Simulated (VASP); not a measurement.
Set up this calculation in VASP 6.6.1, as the native input.

* Task: single point
* Functional: PBEsol
* Potentials or basis: VASP PAW PBE potentials, release 64 (Zn, O)
* Cutoff: 520 eV
* k mesh: 4 × 4 × 6
* Occupations: gaussian, width 0.01 eV
* Spin: no spin polarisation
* Dipole correction: no
* Further INCAR settings: ALGO = Normal; EDIFF = 1e-06; NBANDS = 46

The structure of ZnO lies in POSCAR:

```
ZnO
1.0
    5.5175700000      0.0000000000      0.0000000000
    0.0000000000      5.5175700000      0.0000000000
    0.0000000000      0.0000000000      3.2587790000
Zn O
4 4
Direct
    0.1819730000      0.1819730000      0.5000000000
    0.8180270000      0.8180270000      0.5000000000
    0.6819730000      0.3180270000      0.0000000000
    0.3180270000      0.6819730000      0.0000000000
    0.8172470000      0.1827530000      0.5000000000
    0.1827530000      0.8172470000      0.5000000000
    0.6827530000      0.6827530000      0.0000000000
    0.3172470000      0.3172470000      0.0000000000
```

The input as run:

INCAR

```
SYSTEM = ZnO
PREC = Accurate
ENCUT = 520
EDIFF = 1E-6
ISMEAR = 0
SIGMA = 0.01
LREAL = .FALSE.
LASPH = .TRUE.
NELM = 100
ALGO = Normal
ISIF = 2
LWAVE = .FALSE.
LCHARG = .FALSE.
GGA = PS
NBANDS = 46
```

KPOINTS

```
regular mesh
0
G
  4 4 6
  0 0 0
```

Potentials or basis: VASP PAW PBE potentials, release 64 (Zn, O).

The run is started by

```bash
$ cat potpaw_PBE.64/Zn/POTCAR potpaw_PBE.64/O/POTCAR > POTCAR
$ mpirun -np 1 vasp_std > vasp.out
```

Results of the run:

* Pressure: -0.1 GPa
* Largest force: 0.022 eV/Å
* Band gap on the k mesh: 0.70 eV, direct

Caveat: the PAW data sets were made with another functional, which shifts forces and pressure a little.

Run time: 84 s on 1 thread of Intel(R) Xeon(R) Platinum 8375C CPU @ 2.90GHz (Ice Lake), with other jobs on the host, peak memory 0.24 GiB.
